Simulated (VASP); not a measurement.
# Zn (Fm-3m) in VASP: further runs, part 2 of 2

VASP 6.6.1. The steps go on from the part before.

### 3 Single point, r2SCAN (14.56 Å³/atom)

This run uses another cell than the first one, of 14.56 Å³/atom.

File POSCAR:

```
Zn
1.0
    0.0000000000      1.9382217178      1.9382217178
    1.9382217178      0.0000000000      1.9382217178
    1.9382217178      1.9382217178      0.0000000000
Zn
1
Direct
    0.0000000000      0.0000000000      0.0000000000
```

File INCAR.step1:

```
ALGO = Normal
EDIFF = 1E-5
ENCUT = 550
GGA = PE
GGA_COMPAT = F
ISMEAR = -1
LASPH = T
LCHARG = F
LREAL = F
LWAVE = T
NBANDS = 12
NELM = 120
PREC = Accurate
SIGMA = 0.05
```

File INCAR.step2:

```
ALGO = Normal
EDIFF = 1E-6
ENCUT = 550
GGA_COMPAT = F
ISIF = 2
ISMEAR = -1
ISTART = 1
LASPH = T
LCHARG = F
LMIXTAU = T
LREAL = F
LWAVE = F
METAGGA = R2SCAN
NBANDS = 12
NELM = 120
PREC = Accurate
SIGMA = 0.05
```

File KPOINTS:

```
k-points
0
Gamma
  12 12 12
```

Potentials or basis: VASP PAW PBE potentials, release 64 (Zn).

On the command line:

```bash
> cat potpaw_PBE.64/Zn/POTCAR > POTCAR
> cp INCAR.step1 INCAR
> mpirun -np 1 vasp_std > vasp.out
> cp INCAR.step2 INCAR
> mpirun -np 1 vasp_std > vasp.out
```

OUTCAR:

```text
EDIFF = 1E-6
   ENCUT = 550
   ISIF = 2
   ISMEAR = -1
   ISTART = 1
   LASPH = T
   LREAL = F
   METAGGA = R2SCAN
   NELM = 120
   PREC = Accurate

 ion  position               nearest neighbor table
   1  0.000  0.000  0.000-

  LATTYP: Found a face centered cubic cell.
 ALAT       =     3.8764434356

  Lattice vectors:

 A1 = (   0.0000000000,   1.9382217178,   1.9382217178)
 A2 = (   1.9382217178,   0.0000000000,   1.9382217178)
 A3 = (   1.9382217178,   1.9382217178,   0.0000000000)

Analysis of symmetry for initial positions (statically):
=====================================================================
 Subroutine PRICEL returns:
 Original cell was already a primitive cell.

 Routine SETGRP: Setting up the symmetry group for a
 face centered cubic supercell.

 Subroutine GETGRP returns: Found 48 space group operations
 (whereof 48 operations were pure point group operations)
 out of a pool of 48 trial point group operations.

The static configuration has the point symmetry O_h .

Analysis of symmetry for dynamics (positions and initial velocities):
=====================================================================
 Subroutine PRICEL returns:
 Original cell was already a primitive cell.

 Routine SETGRP: Setting up the symmetry group for a
 face centered cubic supercell.

 Subroutine GETGRP returns: Found 48 space group operations
 (whereof 48 operations were pure point group operations)
 out of a pool of 48 trial point group operations.

The dynamic configuration has the point symmetry O_h .

 Subroutine INISYM returns: Found 48 space group operations
 (whereof 48 operations are pure point group operations),
 and found     1 'primitive' translations

----------------------------------------------------------------------------------------

                                     Primitive cell

  volume of cell :      14.5626

  direct lattice vectors                    reciprocal lattice vectors
     0.000000000  1.938221718  1.938221718    -0.257968423  0.257968423  0.257968423
     1.938221718  0.000000000  1.938221718     0.257968423 -0.257968423  0.257968423
     1.938221718  1.938221718  0.000000000     0.257968423  0.257968423 -0.257968423

  length of vectors
     2.741059440  2.741059440  2.741059440     0.446814415  0.446814415  0.446814415

  position of ions in fractional coordinates (direct lattice)
     0.000000000  0.000000000  0.000000000

  ion indices of the primitive-cell ions
   primitive index   ion index
                 1           1

----------------------------------------------------------------------------------------

 KPOINTS: k-points

Automatic generation of k-mesh.
 Grid dimensions read from file:
 generate k-points for:   12   12   12

 Generating k-lattice:

  Cartesian coordinates                     Fractional coordinates (reciprocal lattice)
    -0.021497369  0.021497369  0.021497369     0.083333333  0.000000000  0.000000000
     0.021497369 -0.021497369  0.021497369     0.000000000  0.083333333  0.000000000
     0.021497369  0.021497369 -0.021497369     0.000000000  0.000000000  0.083333333

  Length of vectors
     0.037234535  0.037234535  0.037234535

  Shift w.r.t. Gamma in fractional coordinates (k-lattice)
     0.000000000  0.000000000  0.000000000

 Subroutine IBZKPT returns following result:
 ===========================================

 Found     72 irreducible k-points:

 Following reciprocal coordinates:
            Coordinates               Weight
  0.000000  0.000000  0.000000      1.000000
  0.083333  0.000000  0.000000      8.000000
  0.166667  0.000000  0.000000      8.000000
  0.250000  0.000000  0.000000      8.000000
  0.333333  0.000000  0.000000      8.000000
  0.416667  0.000000  0.000000      8.000000
[... 16 lines left out ...]
  0.500000  0.166667  0.000000     24.000000
 -0.416667  0.166667  0.000000     24.000000
 [... further k-points ...]
   k-points           NKPTS =     72   k-points in BZ     NKDIM =     72   number of bands    NBANDS=     12
   number of dos      NEDOS =    301   number of ions     NIONS =      1
   total plane-waves  NPLWV =  13824
   dimension x,y,z NGX =    24 NGY =   24 NGZ =   24
   dimension x,y,z NGXF=    48 NGYF=   48 NGZF=   48
   ions per type =               1
   NGX,Y,Z   is equivalent  to a cutoff of  14.56, 14.56, 14.56 a.u.
   NGXF,Y,Z  is equivalent  to a cutoff of  29.11, 29.11, 29.11 a.u.
 SYSTEM =  unknown system
   PREC   = accura    normal or accurate (medium, high low for compatibility)
   ISTART =      1    job   : 0-new  1-cont  2-samecut
   ICHARG =      0    charge: 1-file 2-atom 10-const
   ISPIN  =      1    spin polarized calculation?
   LNONCOLLINEAR =      F non collinear calculations
   LSORBIT =      F    spin-orbit coupling
   LASPH  =      T    aspherical Exc in radial PAW
   ENCUT  =  550.0 eV  40.42 Ry    6.36 a.u.   5.24  5.24  5.24*2*pi/ulx,y,z
   NELM   =    120;   NELMIN=  2; NELMDL=  0     # of ELM steps
   EDIFF  = 0.1E-05   stopping-criterion for ELM
   LREAL  =      F    real-space projection
   EDIFFG = 0.1E-04   stopping-criterion for IOM
   NSW    =      0    number of steps for IOM
   IBRION =     -1    ionic relax: 0-MD 1-quasi-New 2-CG
   NFREE  =      0    steps in history (QN), initial steepest desc. (CG)
   ISIF   =      2    stress and relaxation
   ISYM   =      2    0-nonsym 1-usesym 2-fastsym
   POTIM  = 0.5000    time-step for ionic-motion
   TEBEG  =    0.0;   TEEND  =   0.0 temperature during run
   PSTRESS=    0.0 pullay stress
   NELECT =      12.0000    total number of electrons
   NUPDOWN=      -1.0000    fix difference up-down
   EMIN   =  10.00;   EMAX   =-10.00  energy-range for DOS
   EFERMI =   0.00;   METHOD = LEGACY
   ISMEAR =    -1;   SIGMA  =   0.05  broadening in eV -4-tet -1-fermi 0-gaus
   EFERMI_NEDOS =   21; number of points for ismear=-14 and -15
   IALGO  =     38    algorithm
   IMIX   =      4    mixing-type and parameters
     AMIX     =   0.40;   BMIX     =  1.00
     AMIX_MAG =   1.60;   BMIX_MAG =  1.00
  volume/ion in A,a.u.               =      14.56        98.27
  Fermi-wavevector in a.u.,A,eV,Ry     =   1.534812  2.900374 32.050526  2.355647
  Thomas-Fermi vector in A             =   2.641688
   LORBIT       =      0    0 simple, 1 ext, 2 COOP (PROOUT), +10 PAW based schemes
   METAGGA = R2SCAN    functional components
   LHFCALC =     F    Hartree Fock is set to
   AEXX    =    0.0000 exact exchange contribution
   IVDW    =     0    specifies the selected vdW correction
   LEPSILON=     F    determine dielectric tensor
   LRPA    =     F    only Hartree local field effects (RPA)
 non-spin polarized calculation
  energy-cutoff  :      550.00
  volume of cell :       14.56
 maximum number of plane-waves:       444
 NGX is ok and might be reduce to    24
   NGX = 11   NGY = 11   NGZ = 11

 number of electron      12.0000004 magnetization

 Free energy of the ion-electron system (eV)
  ---------------------------------------------------
  ext. energy  EPLUGINS =         0.00000000
  ---------------------------------------------------
  free energy    TOTEN  =        -8.86043792 eV

  energy without entropy =       -8.85788802  energy(sigma->0) =       -8.85916297

 E-fermi :   3.2026     XC(G=0): -12.9302

 val. band max:        3.1394490976   @ k =  -0.3333   0.3333   0.1667
 cond. band min:       3.3189451764   @ k =  -0.4167   0.0833   0.0000
 fundamental gap:      0.1794960788
 Fermi energy:         3.2025627665

 k-point     1 :       0.0000    0.0000    0.0000
  band No.  band energies     occupation
      1      -7.9300      2.00000
      2      -4.8071      2.00000
      3      -4.8071      2.00000
      4      -4.8071      2.00000
      5      -4.3910      2.00000
      6      -4.3910      2.00000
      7      23.2072      0.00000
      8      23.2072      0.00000
      9      23.2072      0.00000
     10      23.2660      0.00000
     11      25.6178      0.00000
     12      25.6178      0.00000

 k-point     2 :       0.0833    0.0000    0.0000
  band No.  band energies     occupation
      1      -7.7046      2.00000
      2      -4.8265      2.00000
      3      -4.7817      2.00000
      4      -4.7817      2.00000
      5      -4.3980      2.00000
      6      -4.3980      2.00000
      7      19.6276      0.00000
      8      22.4530      0.00000
      9      22.4530      0.00000
     10      23.1669      0.00000
     11      26.7617      0.00000
     12      26.7617      0.00000
[... 316 lines left out ...]
 k-point    24 :      -0.4167    0.1667    0.0000
  band No.  band energies     occupation
      1      -5.3928      2.00000
      2      -4.9123      2.00000
      3      -4.6581      2.00000
      4      -4.4476      2.00000
      5      -4.1294      2.00000
      6       0.7322      2.00000
      7       2.9444      1.98862
      8      13.4246      0.00000
      9      17.4564      0.00000
     10      19.7490      0.00000
     11      27.2555      0.00000
     12      28.4786      0.00000

 [... further k-points ...]
[... 5 lines left out ...]
  --------------------------------------------------------------------------------------
  -------------------------------------------------------------------------------------
  Total       -0.1345918     -0.1345918     -0.1345918      0.0000000      0.0000000     -0.0000000
  in kB      -14.8077468    -14.8077468    -14.8077468      0.0000000      0.0000000     -0.0000000
  external PRESSURE =     -14.8077468 kB  Pullay stress =       0.0000000 kB

 VOLUME and BASIS-vectors are now :
 -----------------------------------------------------------------------------
  energy-cutoff  :      550.00
  volume of cell :       14.56
      direct lattice vectors                 reciprocal lattice vectors
     0.000000000  1.938221718  1.938221718    -0.257968423  0.257968423  0.257968423
     1.938221718  0.000000000  1.938221718     0.257968423 -0.257968423  0.257968423
     1.938221718  1.938221718  0.000000000     0.257968423  0.257968423 -0.257968423

 POSITION                                       TOTAL-FORCE (eV/Angst)
 -----------------------------------------------------------------------------------
      0.00000      0.00000      0.00000         0.000000      0.000000      0.000000
 -----------------------------------------------------------------------------------
    total drift:                               -0.000000      0.000000     -0.000000

  FREE ENERGIE OF THE ION-ELECTRON SYSTEM (eV)
  ---------------------------------------------------
  free  energy   TOTEN  =        -8.8604379168 eV

  energy  without entropy=       -8.8578880156  energy(sigma->0) =       -8.85916297
```

OUTCAR.step1:

```text
EDIFF = 1E-5
   ENCUT = 550
   GGA = PE
   ISMEAR = -1
   LASPH = T
   LREAL = F
[... 574 lines left out ...]

 POSITION                                       TOTAL-FORCE (eV/Angst)
 -----------------------------------------------------------------------------------
      0.00000      0.00000      0.00000         0.000000     -0.000000      0.000000
 -----------------------------------------------------------------------------------
    total drift:                                0.000000      0.000000      0.000000

  FREE ENERGIE OF THE ION-ELECTRON SYSTEM (eV)
  ---------------------------------------------------
  free  energy   TOTEN  =        -1.0709837959 eV

  energy  without entropy=       -1.0680065126  energy(sigma->0) =       -1.06949515
```

Wall time 26 s (1 thread of Intel Xeon Platinum 8488C (Sapphire Rapids), shared host); peak memory 0.15 GiB.

Results:

```yaml
Free_energy: -8.8604 eV
Pressure: -1.5 GPa
Band_gap_on_the_k_mesh: zero (bands 6 and 7 overlap by 3.62 eV)
```

Caveat: the PAW data sets were made with another functional, which shifts forces and pressure a little.

### 4 Single point, r2SCAN (14.87 Å³/atom)

This run uses another cell than the first one, of 14.87 Å³/atom.

File POSCAR:

```
Zn
1.0
    0.0000000000      1.9515891866      1.9515891866
    1.9515891866      0.0000000000      1.9515891866
    1.9515891866      1.9515891866      0.0000000000
Zn
1
Direct
    0.0000000000      0.0000000000      0.0000000000
```

File INCAR.step1:

```
PREC = Accurate
ENCUT = 550
ISMEAR = -1
SIGMA = 0.05
LREAL = False
LASPH = True
NELM = 120
NBANDS = 12
GGA = PE
ALGO = Normal
EDIFF = 1E-5
LWAVE = True
LCHARG = False
GGA_COMPAT = False
```

File INCAR.step2:

```
PREC = Accurate
ENCUT = 550
EDIFF = 1E-6
ISMEAR = -1
SIGMA = 0.05
LREAL = False
LASPH = True
NELM = 120
ALGO = Normal
ISIF = 2
LWAVE = False
LCHARG = True
METAGGA = R2SCAN
LMIXTAU = True
LELF = True
LVHAR = True
NBANDS = 12
ISTART = 1
GGA_COMPAT = False
```

File KPOINTS:

```
regular mesh
0
Gamma
  12 12 12
```

On the command line:

```bash
> cat potpaw_PBE.64/Zn/POTCAR > POTCAR
> cp INCAR.step1 INCAR
> mpirun -np 1 vasp_std > vasp.out
> cp INCAR.step2 INCAR
> mpirun -np 1 vasp_std > vasp.out
```

Wall time 26 s (1 thread of Intel Xeon Platinum 8488C (Sapphire Rapids), shared host); peak memory 0.15 GiB.

Results (log left out):

```
Free energy            : -8.8559 eV
Pressure               : -3.0 GPa
Band gap on the k mesh : zero (bands 6 and 7 overlap by 3.64 eV)
```

Levels at points of the mesh, in eV from the Fermi level:
```
           k point  band 3  band 4  band 5  band 6  band 7  band 8  band 9  band 10
(0.00, 0.00, 0.00)   -7.95   -7.95   -7.55   -7.55   19.70   19.70   19.70    19.91
(0.50, 0.00, 0.00)   -7.96   -7.25   -7.25   -3.13   -1.28   16.47   16.47    18.51
(0.50, 0.50, 0.00)   -7.27   -7.17   -7.17   -1.10    2.06    9.10    9.10    12.54
```

Caveat: the cell stands under tension; the PAW data sets were made with another functional, which shifts forces and pressure a little.

### 5 Overview

| cell | gap on the mesh (eV) | pressure (GPa) |
| --- | --- | --- |
| a = 2.722 Å, angles 60.0°, 1 atom | none | 0.3 |
| a = 2.741 Å, angles 60.0°, 1 atom | none | -1.5 |
| a = 2.760 Å, angles 60.0°, 1 atom | none | -3.0 |

Alike in all rows: task single point; level r2SCAN; potentials or basis VASP PAW PBE potentials, release 64 (Zn); no spin polarisation; k mesh 12 × 12 × 12; cutoff (eV) 550; smearing fermi-dirac 0.05 eV.

Caveats: the PAW data sets were made with another functional, which shifts forces and pressure a little; the cell stands under tension (at least some runs).

Absolute energies hang on the potentials; compare differences alone.
